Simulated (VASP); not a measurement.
A run of VASP 6.6.1:

The input INCAR:

```
SYSTEM = Sn
ALGO = Normal
EDIFF = 1E-6
ENCUT = 520
GGA = PE
ISIF = 2
ISMEAR = 0
LASPH = .True.
LCHARG = .False.
LREAL = .False.
LWAVE = .False.
NBANDS = 13
NELM = 80
PREC = Accurate
SIGMA = 0.018000000000000002
```

The input KPOINTS:

```
k-points
0
Gamma
  11 11 11
  0 0 0
```

POSCAR

```
Sn
1.0
   -1.7265390000      1.7755470000      2.3383420000
    1.7265390000     -1.7755470000      2.3383420000
    1.7265390000      1.7755470000     -2.3383420000
Sn
1
Direct
    0.0000000000      0.0000000000      0.0000000000
```

Potentials or basis: VASP PAW PBE potentials, release 64 (Sn_d).

The run is started by

```console
$ cat potpaw_PBE.64/Sn_d/POTCAR > POTCAR
$ mpirun -np 1 vasp_std > vasp.out
```

Hardware: 1 thread of Intel Xeon 8259CL, on a shared host.

Task: Estimate the wall time of this run.

Result: Run time: 87 s on 1 thread of Intel Xeon 8259CL (shared host), peak memory 0.21 GiB. Counts: scf iterations 10, k points 216.
